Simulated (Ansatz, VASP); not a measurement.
## Mg3CdSe4: VASP beside Ansatz

```
Mg Cd Se
1.0
    -2.78613    2.78613    5.58323
     2.78613   -2.78613    5.58323
     2.78613    2.78613   -5.58323
Mg Cd Se
3 1 4
Cartesian
  0.0000 0.0000 5.5832
  0.0000 2.7861 2.7916
  2.7861 0.0000 2.7916
  0.0000 0.0000 0.0000
  0.0000 0.0000 8.3050
  0.0000 0.0000 2.8615
  0.0000 2.7861 0.0000
  2.7861 0.0000 0.0000
```

Alike in both runs: functional PBE; k mesh 10 × 10 × 10; occupations gaussian, width 0.01 eV; no spin polarisation.

Ansatz relaxed the structure, and its values are those at the end. VASP's run is a single point on that final structure, the one shown.

```csv
,VASP,Ansatz
version,VASP 6.6.1,Ansatz 0.2.0
potentials or method,"VASP PAW PBE potentials, release 64 (Mg, Cd, Se), cutoff 520 eV","scalar-relativistic, plane waves, PAW"
valence electrons in the cell,42,114
```

```tsv
	VASP	Ansatz	Ansatz less VASP
gap on the k mesh at the Fermi level (eV)	0.27	0.28	+0.013
least direct gap on the mesh (eV)	0.99	1.01	+0.019
pressure (GPa)	0.0	0.0	-0.02
rms of the force components (eV/Å)	0.009	0.002	-0.0063
```

VASP's potentials hold 42 valence electrons a cell and Ansatz's 114, so a difference there can come from the potentials and not from the codes.
